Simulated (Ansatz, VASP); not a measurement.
# One calculation of Hf3H, two programs

```
Hf H
1.0
     5.58868    0.00000    0.00000
    -2.79434    4.83994    0.00000
     0.00000    0.00000    5.11710
Hf H
6 2
Direct
  0.00000 0.67168 0.50000
  0.67168 0.67168 0.00000
  0.67168 0.00000 0.50000
  0.32832 0.32832 0.50000
  0.00000 0.32832 0.00000
  0.32832 0.00000 0.00000
  0.66667 0.33333 0.75000
  0.33333 0.66667 0.25000
```

Alike in both runs: functional PBE; k mesh 6 × 6 × 6; occupations gaussian, width 0.1 eV; no spin polarisation.

Ansatz relaxed the structure, and its values are those at the end. VASP's run is a single point on that final structure, the one shown.

|  | VASP | Ansatz |
| --- | --- | --- |
| version | VASP 6.6.1 | Ansatz 0.2.0 |
| potentials or method | VASP PAW PBE potentials, release 64 (Hf_pv, H), cutoff 520 eV | scalar-relativistic, plane waves, PAW |
| valence electrons in the cell | 62 | 158 |

VASP gave:

* gap on the k mesh at the Fermi level (eV): none
* pressure (GPa): -0.5

Q: Estimate Ansatz's values.

A: gap on the k mesh at the Fermi level (eV): none; pressure (GPa): 0.0.

A gap of «none» marks a metal or a gap that the smearing closes. The functional is the same, so the differences come from potentials, cutoffs and numerics. VASP's potentials hold 62 valence electrons a cell and Ansatz's 158, so a difference there can come from the potentials and not from the codes.

Neither program's run includes spin-orbit coupling.
